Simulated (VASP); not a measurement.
## GaN: single point with PBE

Crystal: GaN.

```
CELL_PARAMETERS angstrom
0.00000 1.99250 1.99250
1.99250 0.00000 1.99250
1.99250 1.99250 0.00000
ATOMIC_POSITIONS crystal
Ga 0.50000 0.50000 0.50000
N 0.00000 0.00000 0.00000
```

```yaml
Program: VASP 6.6.1
Task: single point
Functional: PBE
Potentials_or_basis: VASP PAW PBE potentials, release 64 (Ga_d, N)
Cutoff: 520 eV
k_mesh: 18 × 18 × 18
Occupations: fermi-dirac, width 0.02 eV
Spin: no spin polarisation
Dipole_correction: no
Further_INCAR_settings: ALGO = Normal; EDIFF = 1e-07; NBANDS = 16
```

```
Pressure               : 70.3 GPa
Band gap on the k mesh : 1.81 eV, indirect (least direct gap 5.21 eV)
```

Levels at points of the mesh, in eV from the valence-band top:
| k point | band 5 | band 6 | band 7 | band 8 | band 9 | band 10 | band 11 | band 12 | band 13 | band 14 |
| --- | --- | --- | --- | --- | --- | --- | --- | --- | --- | --- |
| (0.00, 0.00, 0.00) | -13.84 | -13.84 | -0.75 | -0.75 | -0.75 | 4.46 | 15.81 | 15.81 | 15.81 | 16.68 |
| (0.50, 0.00, 0.00) | -13.63 | -13.63 | -9.15 | -0.14 | -0.14 | 5.47 | 10.15 | 10.15 | 11.93 | 18.17 |
| (0.50, 0.50, 0.00) | -13.54 | -10.51 | -8.61 | -3.77 | -3.77 | 1.81 | 8.04 | 13.79 | 16.95 | 16.95 |

It took 21 s on 1 thread of Intel(R) Xeon(R) 6975P-C (Granite Rapids), on a shared host, peak memory 0.17 GiB.

A k mesh can miss the band edges. As with any semilocal functional, this PBE gap is likely too small.
